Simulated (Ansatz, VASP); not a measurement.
**Zr3S2: VASP beside Ansatz**

```
CELL_PARAMETERS angstrom
2.65277 1.53158 4.14561
-2.65277 1.53158 4.14561
0.00000 -3.06315 4.14561
ATOMIC_POSITIONS crystal
Zr 0.16211 0.83789 0.50000
Zr 0.50000 0.16211 0.83789
Zr 0.83789 0.50000 0.16211
S 0.33478 0.33478 0.33478
S 0.66522 0.66522 0.66522
```

Alike in both runs: task single point; functional PBE; k mesh 12 × 12 × 12; occupations gaussian, width 0.15 eV; no spin polarisation.

|  | VASP | Ansatz |
| --- | --- | --- |
| version | VASP 6.6.1 | Ansatz 0.2.0 |
| potentials or method | VASP PAW PBE potentials, release 64 (Zr_sv, S), cutoff 520 eV | scalar-relativistic, plane waves, PAW |
| valence electrons in the cell | 48 | 48 |

```csv
,VASP,Ansatz,Ansatz less VASP
gap on the k mesh at the Fermi level (eV),none,none,-
pressure (GPa),1.1,1.1,-0.01
"traceless stress, the component that is largest in VASP (GPa)",-19.90,-19.92,-0.018
rms of the force components (eV/Å),0.131,0.131,+0.0001
```

Atom by atom the forces differ by 0.000 eV/Å (rms over components). A gap of «none» marks a metal or a gap that the smearing closes.
